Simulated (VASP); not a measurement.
## SbO4: relaxation of cell and atoms with PBE

SbO4:

```
Sb O
1.0
     3.15979    0.00000    0.00000
    -1.57990    2.73646    0.00000
     0.00000    0.00000    9.39071
Sb O
1 4
Direct
  0.00000 0.00000 0.50000
  0.00000 0.00000 0.30341
  0.00000 0.00000 0.69659
  0.33333 0.66667 0.00000
  0.66667 0.33333 0.00000
```

The cell was built from a structure type or drawn by symmetry, and may not be a known phase.

```
Program                : VASP 6.6.1
Task                   : relaxation of cell and atoms
Functional             : PBE
Potentials or basis    : VASP PAW PBE potentials, release 64 (Sb, O)
Cutoff                 : 600 eV
k mesh                 : 12 × 12 × 4
Occupations            : gaussian, width 0.1 eV
Spin                   : no spin polarisation
Dipole correction      : no
Further INCAR settings : ALGO = Normal; EDIFF = 1e-06; IBRION = 2; EDIFFG = -0.01; NSW = 100; ISIF = 3
```

| Quantity | Value |
| --- | --- |
| Relaxed volume | 16.77 Å³/atom |
| Relaxed cell | a = 3.153 Å, b = 3.153 Å, c = 9.736 Å, α = 90.00°, β = 90.00°, γ = 120.00° |
| Space group after relaxing (to 0.1 Å) | P6/mmm (No. 191) |
| Energy gained by relaxing | 1.3 meV/atom |
| Ionic steps | 18 |
| Pressure after relaxing | 0.0 GPa |
| Largest force after relaxing | 0.010 eV/Å |
| Band gap on the k mesh | zero (an odd number of electrons rules out a gap without spin polarisation) |

Forces in eV/Å, atoms in the order of the input:
```
Sb   0.000  0.000  0.000
O    0.000  0.000  0.010
O    0.000  0.000 -0.010
O    0.000  0.000  0.000
O    0.000  0.000  0.000
```

Stress tensor (GPa, compression positive):
```
 0.09  0.00  0.00
 0.00  0.09  0.00
 0.00  0.00 -0.08
```

The path:
| step | energy change (eV) | largest force (eV/Å) | pressure (GPa) | volume (Å³) |
| --- | --- | --- | --- | --- |
| 1 | 0.0000 | 0.3633 | 0.85 | 81.20 |
| 2 | 0.0243 | 0.8817 | -2.28 | 82.21 |
| 3 | -0.0046 | 0.0239 | -0.10 | 81.48 |
| 4 | -0.0046 | 0.0170 | -0.08 | 81.47 |
| 5 | -0.0047 | 0.0157 | 0.00 | 81.39 |
| 6 | -0.0048 | 0.0136 | 0.10 | 81.27 |
| 7 | -0.0049 | 0.0362 | 0.04 | 81.35 |
| 8 | -0.0049 | 0.0710 | -0.04 | 81.46 |
| 9 | -0.0050 | 0.0706 | -0.01 | 81.47 |
| 10 | -0.0050 | 0.0662 | -0.02 | 81.51 |
| 11 | -0.0051 | 0.0591 | -0.01 | 81.58 |
| 12 | -0.0054 | 0.0450 | 0.03 | 81.72 |
| 13 | -0.0057 | 0.0152 | 0.10 | 82.00 |
| 14 | -0.0061 | 0.0478 | 0.24 | 82.56 |
| 15 | -0.0061 | 0.0708 | 0.29 | 82.75 |
| 16 | -0.0062 | 0.0621 | 0.26 | 82.86 |
| 17 | -0.0064 | 0.0369 | 0.19 | 83.19 |
| 18 | -0.0065 | 0.0095 | 0.03 | 83.84 |

Final structure:
```
Sb O
1.0
     3.15330    0.00000    0.00000
    -1.57665    2.73084    0.00000
     0.00000    0.00000    9.73617
Sb O
1 4
Direct
  0.00000 0.00000 0.50000
  0.00000 0.00000 0.30914
  0.00000 0.00000 0.69086
  0.33333 0.66667 0.00000
  0.66667 0.33333 0.00000
```

Levels at points of the mesh, in eV from the Fermi level:
| k point | band 11 | band 12 | band 13 | band 14 | band 15 | band 16 | band 17 | band 18 |
| --- | --- | --- | --- | --- | --- | --- | --- | --- |
| (0.00, 0.00, 0.00) | -0.67 | -0.43 | -0.18 | -0.18 | 0.50 | 0.54 | 0.54 | 4.90 |
| (0.50, 0.00, 0.00) | -2.00 | -1.28 | -1.15 | -0.54 | -0.30 | 0.96 | 1.10 | 2.40 |
| (0.00, 0.00, 0.50) | -0.67 | -0.34 | -0.19 | -0.19 | 0.50 | 0.54 | 0.54 | 4.82 |
| (0.50, 0.00, 0.50) | -2.07 | -1.28 | -1.17 | -0.54 | -0.27 | 0.96 | 1.11 | 2.40 |

Run time: 8.2 min on 1 thread of Intel(R) Xeon(R) 6975P-C (Granite Rapids) (shared host), peak memory 0.3 GiB.

Caveat: spin-orbit coupling is left out, which moves the levels of the heavy elements; an odd number of electrons without spin polarisation forces a metal; a magnetic or distorted state may lie lower.
